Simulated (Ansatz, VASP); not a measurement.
**Two plane-wave programs on Te2Mo**

```
Te Mo
1.0
     3.61749    0.00000    0.00000
    -1.80874    3.13284    0.00000
     0.00000    0.00000    7.09084
Te Mo
2 1
Cartesian
  0.0000 2.0886 5.3991
  0.0000 2.0886 1.6918
  0.0000 0.0000 0.0000
```

Change from the starting cell: mode 5 frozen in at +0.000 Å, strain +e along z and -e/2 along x and y -0.0700.

Alike in both runs: task single point; functional PBE; dispersion D3(BJ); k mesh 9 × 9 × 4; occupations gaussian, width 0.05 eV; no spin polarisation.

|  | VASP | Ansatz |
| --- | --- | --- |
| version | VASP 6.6.1 | Ansatz 0.2.0 |
| potentials or method | VASP PAW PBE potentials, release 64 (Te, Mo_sv), cutoff 520 eV | scalar-relativistic, plane waves, PAW |
| valence electrons in the cell | 26 | 46 |

|  | VASP | Ansatz | Ansatz less VASP |
| --- | --- | --- | --- |
| gap on the k mesh at the Fermi level (eV) | 0.19 | 0.21 | +0.016 |
| least direct gap on the mesh (eV) | 0.79 | 0.79 | +0.003 |
| pressure (GPa) | 2.5 | 2.5 | -0.04 |
| traceless stress, the component that is largest in VASP (GPa) | 7.71 | 7.64 | -0.079 |
| rms of the force components (eV/Å) | 0.508 | 0.498 | -0.0106 |

Atom by atom the forces differ by 0.011 eV/Å (rms over components). VASP's potentials hold 26 valence electrons a cell and Ansatz's 46, so a difference there can come from the potentials and not from the codes.

Neither program's run includes spin-orbit coupling.
